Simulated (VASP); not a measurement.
Here is a VASP 6.6.1 calculation.

File INCAR:

```
  AGGAC = 1.0
  AGGAX = 1.0
  ALDAC = 0.0
  ALDAX = 1.0
  ALGO = Normal
  EDIFF = 1E-7
  ENCUT = 520
  GGA = B5
  ISIF = 2
  ISMEAR = -1
  LASPH = T
  LCHARG = F
  LREAL = F
  LWAVE = F
  NBANDS = 28
  NELM = 80
  PREC = Accurate
  SIGMA = 0.1
```

File KPOINTS:

```
k-points
0
Gamma
  9 9 13
```

File POSCAR:

```
W
1.0
    4.5499360899      0.0000000000      0.0000000000
   -2.2749680450      3.9403602395      0.0000000000
    0.0000000000      0.0000000000      2.5255899769
W
3
Direct
    1.0000000000      0.0000000000      0.0000000000
    0.3333333333      0.6666666667      0.5000000000
    0.6666666667      0.3333333333      0.5000000000
```

Potentials or basis: VASP PAW PBE potentials, release 64 (W_sv).

Launch:

```bash
$ cat potpaw_PBE.64/W_sv/POTCAR > POTCAR
$ mpirun -np 1 vasp_std > vasp.out
```

(1) Estimate the pressure.

(2) What does it give for the band gap on the k mesh?

Results:

(1) 44.5 GPa.

(2) zero (bands 21 and 22 overlap by 1.25 eV).

Caveat: the stress differs along the axes, from 43 to 48 GPa; the PAW data sets were made with another functional, which shifts forces and pressure a little; spin-orbit coupling is left out, which moves the levels of the heavy elements.
